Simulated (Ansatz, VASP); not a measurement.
## One calculation of LiH, two programs

File POSCAR:

```
LiH
1.0
    3.0946661806      0.0000000000      0.0000000000
   -1.5473330903      2.6800595286      0.0000000000
    0.0000000000      0.0000000000      4.1440566415
Li H
2 2
Direct
    0.3333333333      0.6666666667     -0.0625000000
    0.6666666667      0.3333333333      0.4375000000
    0.3333333333      0.6666666667      0.4375000000
    0.6666666667      0.3333333333      0.9375000000
```

File INCAR.step1:

```
SYSTEM = LiH
ALGO = Normal ; EDIFF = 1E-5
ENCUT = 520 ; GGA = PE
ISIF = 2 ; ISMEAR = 0
LASPH = .TRUE. ; LCHARG = .FALSE.
LREAL = .FALSE. ; LWAVE = .TRUE.
NBANDS = 12 ; NELM = 60
PREC = Accurate ; SIGMA = 0.01
```

File INCAR.step2:

```
SYSTEM = LiH
ALGO = Normal ; EDIFF = 1E-6
ENCUT = 520 ; GGA = PE
HFSCREEN = 0.2079 ; ISIF = 2
ISMEAR = 0 ; ISTART = 1
LASPH = .TRUE. ; LCHARG = .FALSE.
LHFCALC = .TRUE. ; LREAL = .FALSE.
LWAVE = .FALSE. ; NBANDS = 12
NELM = 60 ; PREC = Accurate
PRECFOCK = Normal ; SIGMA = 0.01
```

File KPOINTS:

```
k-points
0
G
  6 6 4
  0 0 0
```

Input for Ansatz:

```yaml
crystal:
  lattice:
    - [3.0946661806, 0.0, 0.0]
    - [-1.5473330903, 2.6800595286, 0.0]
    - [0.0, 0.0, 4.1440566415]
  atoms:
    - { symbol: Li, position: [0.3333333333, 0.6666666667, -0.0625] }
    - { symbol: Li, position: [0.6666666667, 0.3333333333, 0.4375] }
    - { symbol: H, position: [0.3333333333, 0.6666666667, 0.4375] }
    - { symbol: H, position: [0.6666666667, 0.3333333333, 0.9375] }
kpoints:
  mp_grid: { grid: [6, 6, 4] }
  band_path:
    path:
      - [0.0, 0.0, 0.0]
      - [0.5, 0.0, 0.0]
      - [0.3333333333, 0.3333333333, 0.0]
      - [0.0, 0.0, 0.5]
      - [0.5, 0.0, 0.5]
      - [0.3333333333, 0.3333333333, 0.5]
    npoints: 1
hamiltonian:
  xc: hse06
scf:
  occupations: { method: fixed }
  n_extra_bands: 5
output:
  forces: true
  stress: true
  eigenvalues: true
```

Change from the starting cell: epitaxial_xy strain -5.0%.

Alike in both runs: task single point; functional HSE06; k mesh 6 × 6 × 4; no spin polarisation.

|  | VASP | Ansatz |
| --- | --- | --- |
| version | VASP 6.6.1 | Ansatz 0.2.0 |
| potentials or method | VASP PAW PBE potentials, release 64 (Li_sv, H) | plane waves, PAW |
| plane-wave cutoff (eV) | 520 | 420 |
| occupations | gaussian, width 0.01 eV | fixed |
| valence electrons in the cell | 8 | 8 |

|  | VASP | Ansatz | Ansatz less VASP |
| --- | --- | --- | --- |
| gap on the k mesh at the Fermi level (eV) | 3.16 | 3.16 | +0.004 |

Ansatz's warnings: stress exchange threshold loose, stress scf threshold loose.

Noted on VASP's run: the cutoff is short for stress, so the pressure is rough.
